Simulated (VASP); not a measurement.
**MgS: single point with PBEsol**

Crystal: MgS.

```
CELL_PARAMETERS angstrom
0.01969 2.59972 2.65020
2.72270 0.00000 2.66989
2.70301 2.59972 0.01969
ATOMIC_POSITIONS crystal
Mg 0.00685 0.00443 0.99315
S 0.49315 0.49557 0.50685
```

This cell differs from its parent crystal: strained and its atoms moved.

| Item | Value |
| --- | --- |
| Program | VASP 6.6.1 |
| Task | single point |
| Functional | PBEsol |
| Potentials or basis | VASP PAW PBE potentials, release 64 (Mg, S) |
| Cutoff | 520 eV |
| k mesh | 8 × 8 × 8 |
| Occupations | gaussian, width 0.02 eV |
| Spin | no spin polarisation |

The pressure is -4.6 GPa. The largest force is 0.119 eV/Å and the band gap on the k mesh is 2.39 eV (least direct gap 3.06 eV).

Forces on the atoms (eV/Å):
```
Mg   0.014  0.000 -0.118
S   -0.014  0.000  0.118
```

Stress tensor (GPa, compression positive):
```
-6.09  0.00 -0.70
 0.00 -3.23  0.00
-0.70  0.00 -4.44
```

Levels at points of the mesh, in eV from the valence-band top:
```
           k point  band 1  band 2  band 3  band 4  band 5  band 6  band 7  band 8
(0.00, 0.00, 0.00)  -12.49   -0.20   -0.15    0.00    3.06    7.53    7.84    7.97
(0.50, 0.00, 0.00)  -11.29   -4.69   -0.75   -0.62    4.14    6.40    6.83    9.35
(0.00, 0.50, 0.00)  -11.32   -4.74   -0.64   -0.60    4.25    6.58    6.85    9.36
(0.50, 0.50, 0.00)  -10.97   -4.09   -1.86   -1.53    2.48    4.30   11.19   12.11
(0.50, 0.00, 0.50)  -10.90   -4.07   -1.90   -1.65    2.39    4.23   11.42   12.21
(0.00, 0.50, 0.50)  -11.04   -4.10   -1.70   -1.54    2.58    4.36   11.00   12.44
```

It took 110 s on 1 thread of Intel Xeon 8259CL, on a shared host, peak memory 0.2 GiB.

Caveat: the cell differs from its parent crystal (strained and its atoms moved); the cell stands under tension; the PAW data sets were made with another functional, which shifts forces and pressure a little. A k mesh can miss the band edges.
